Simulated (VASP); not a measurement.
# MgO (P3m1) in VASP: notebook, part 2 of 2

VASP 6.6.1. The steps go on from the part before.

## 3. Single point, r2SCAN (atom 3 (O) moved by (+0.000, -0.150) A along [1 1 0] and z)

Input file POSCAR:

```
MgO
1.0
    3.4863778627      0.0000000000      0.0000000000
   -1.7431889314      3.0192917963      0.0000000000
    0.0000000000      0.0000000000      4.1780412200
Mg O
2 2
Direct
    0.6666666667      0.3333333333      0.7500000000
    0.3333333333      0.6666666667      0.2500000000
    0.6666666667      0.3333333333      0.2140980086
    0.3333333333      0.6666666667      0.7500000000
```

Input file INCAR.step1:

```
SYSTEM = MgO
PREC = Accurate ; ENCUT = 520
ISMEAR = 1 ; SIGMA = 0.02
LREAL = .False. ; LASPH = .True.
NELM = 80 ; NBANDS = 16
GGA = PE ; ALGO = Normal
EDIFF = 1E-4 ; LWAVE = .True.
LCHARG = .False.
```

Input file INCAR.step2:

```
SYSTEM = MgO
PREC = Accurate ; ENCUT = 520
EDIFF = 1E-6 ; ISMEAR = 1
SIGMA = 0.02 ; LREAL = .False.
LASPH = .True. ; NELM = 80
ALGO = Normal ; ISIF = 2
LWAVE = .False. ; LCHARG = .True.
METAGGA = R2SCAN ; LMIXTAU = .True.
LELF = .True. ; LVHAR = .True.
NBANDS = 16 ; ISTART = 1
```

Input file KPOINTS:

```
regular mesh
0
Gamma
  6 6 6
  0 0 0
```

Potentials or basis: VASP PAW PBE potentials, release 64 (Mg, O).

On the command line:

```
> cat potpaw_PBE.64/Mg/POTCAR potpaw_PBE.64/O/POTCAR > POTCAR
> cp INCAR.step1 INCAR
> mpirun -np 1 vasp_std > vasp.out
> cp INCAR.step2 INCAR
> mpirun -np 1 vasp_std > vasp.out
```

OUTCAR:

```text
SYSTEM = MgO
   PREC = Accurate
   ENCUT = 520
   EDIFF = 1E-6
   ISMEAR = 1
   LREAL = .False.
   LASPH = .True.
   NELM = 80
   ISIF = 2
   METAGGA = R2SCAN
   ISTART = 1

 ion  position               nearest neighbor table
   1  0.667  0.333  0.750-   3 1.94   4 2.01   4 2.01   4 2.01   3 2.24   2 2.90   2 2.90   2 2.90
                             2 2.90   2 2.90   2 2.90
   2  0.333  0.667  0.250-   3 2.02   3 2.02   3 2.02   4 2.09   4 2.09   1 2.90   1 2.90   1 2.90
                             1 2.90   1 2.90   1 2.90
   3  0.667  0.333  0.214-   1 1.94   2 2.02   2 2.02   2 2.02   1 2.24
   4  0.333  0.667  0.750-   1 2.01   1 2.01   1 2.01   2 2.09   2 2.09

  LATTYP: Found a hexagonal cell.
 ALAT       =     3.4863778627
 C/A-ratio  =     1.1983902447

  Lattice vectors:

 A1 = (   3.4863778627,   0.0000000000,   0.0000000000)
 A2 = (  -1.7431889314,   3.0192917963,   0.0000000000)
 A3 = (   0.0000000000,   0.0000000000,   4.1780412200)

Analysis of symmetry for initial positions (statically):
[... 174 lines left out ...]
  free energy    TOTEN  =       -31.93116382 eV

  energy without entropy =      -31.93116382  energy(sigma->0) =      -31.93116382

 E-fermi :   1.6780     XC(G=0): -10.5595

 val. band max:        1.5592348112   @ k =   0.0000   0.0000   0.0000
 cond. band min:       5.6462512101   @ k =   0.0000   0.0000   0.0000
 fundamental gap:      4.0870163989
 Fermi energy:         1.6779635419

 k-point     1 :       0.0000    0.0000    0.0000
  band No.  band energies     occupation
      1     -16.3052      2.00000
      2     -14.9099      2.00000
      3      -2.0616      2.00000
      4      -0.1749      2.00000
      5      -0.1749      2.00000
      6       0.7877      2.00000
[... 433 lines left out ...]
      3      -1.9263      2.00000
      4      -1.4199      2.00000
      5      -0.4039      2.00000
      6       0.2858      2.00000
[... 8 lines left out ...]
     15      17.6186      0.00000
     16      19.1704      0.00000

 [... further k-points ...]
[... 5 lines left out ...]
  --------------------------------------------------------------------------------------
  -------------------------------------------------------------------------------------
  Total       -0.1963687     -0.1963687      0.8046957      0.0000000     -0.0000000      0.0000000
  in kB       -7.1536984     -7.1536984     29.3150054      0.0000000     -0.0000000      0.0000000
  external PRESSURE =       5.0025362 kB  Pullay stress =       0.0000000 kB

 VOLUME and BASIS-vectors are now :
 -----------------------------------------------------------------------------
  energy-cutoff  :      520.00
  volume of cell :       43.98
      direct lattice vectors                 reciprocal lattice vectors
     3.486377863  0.000000000  0.000000000     0.286830642  0.165601748  0.000000000
    -1.743188931  3.019291796  0.000000000     0.000000000  0.331203497  0.000000000
     0.000000000  0.000000000  4.178041220     0.000000000  0.000000000  0.239346609

 POSITION                                       TOTAL-FORCE (eV/Angst)
 -----------------------------------------------------------------------------------
      1.74319      1.00643      3.13353        -0.000000      0.000000     -0.584773
     -0.00000      2.01286      1.04451         0.000000     -0.000000     -0.369582
      1.74319      1.00643      0.89451         0.000000      0.000000      1.919595
     -0.00000      2.01286      3.13353        -0.000000      0.000000     -0.965240
 -----------------------------------------------------------------------------------
    total drift:                                0.000007     -0.000004     -0.005063

  FREE ENERGIE OF THE ION-ELECTRON SYSTEM (eV)
  ---------------------------------------------------
  free  energy   TOTEN  =       -31.9311638244 eV

  energy  without entropy=      -31.9311638244  energy(sigma->0) =      -31.93116382
```

OUTCAR.step1:

```text
SYSTEM = MgO
   PREC = Accurate
   ENCUT = 520
   ISMEAR = 1
   LREAL = .False.
   LASPH = .True.
   NELM = 80
[... 687 lines left out ...]
     -0.00000      2.01286      1.04451         0.000000      0.000000     -0.313298
      1.74319      1.00643      0.89451         0.000000     -0.000000      1.882939
     -0.00000      2.01286      3.13353        -0.000000     -0.000000     -0.924853
 -----------------------------------------------------------------------------------
    total drift:                                0.000001     -0.000000     -0.002530

  FREE ENERGIE OF THE ION-ELECTRON SYSTEM (eV)
  ---------------------------------------------------
  free  energy   TOTEN  =       -23.5208945106 eV

  energy  without entropy=      -23.5208998791  energy(sigma->0) =      -23.52089630
```

OSZICAR.step1:

```text
N       E                     dE             d eps       ncg     rms          rms(c)
DAV:   1     0.603085191982E+02    0.60309E+02   -0.76133E+03  1096   0.890E+02
DAV:   2    -0.238695998722E+02   -0.84178E+02   -0.75580E+02  1512   0.195E+02
DAV:   3    -0.275999720515E+02   -0.37304E+01   -0.37172E+01  1248   0.428E+01
DAV:   4    -0.276148069780E+02   -0.14835E-01   -0.14835E-01  1336   0.317E+00
DAV:   5    -0.276148798969E+02   -0.72919E-04   -0.72919E-04  1232   0.214E-01    0.113E+01
DAV:   6    -0.235888669418E+02    0.40260E+01   -0.10525E+01  1192   0.251E+01    0.356E+00
DAV:   7    -0.235396237816E+02    0.49243E-01   -0.15165E-01  1136   0.315E+00    0.214E+00
DAV:   8    -0.235229338581E+02    0.16690E-01   -0.97495E-02  1240   0.332E+00    0.521E-01
DAV:   9    -0.235200211531E+02    0.29127E-02   -0.79742E-03  1272   0.800E-01    0.113E-01
DAV:  10    -0.235208702210E+02   -0.84907E-03   -0.93897E-04  1104   0.225E-01    0.478E-02
DAV:  11    -0.235208945106E+02   -0.24290E-04   -0.66563E-05   912   0.760E-02
   1 F= -.23520895E+02 E0= -.23520896E+02  d E =0.536843E-05
```

Run time: 46 s. Hardware: 1 thread of Intel Xeon 6975P-C (Granite Rapids), shared host; peak memory 0.18 GiB.

Results:

| Quantity | Value |
| --- | --- |
| Free energy | -31.9312 eV |
| Pressure | 0.5 GPa |
| Largest force | 1.920 eV/Å |
| Band gap on the k mesh | 4.09 eV |

Forces on the atoms (eV/Å):
```
Mg   0.000  0.000 -0.585
Mg   0.000  0.000 -0.370
O    0.000  0.000  1.920
O    0.000  0.000 -0.965
```

Caveat: the cell differs from its parent crystal (atom 3 (O) moved by (+0.000, -0.150) A along [1 1 0] and z); the PAW data sets were made with another functional, which shifts forces and pressure a little.
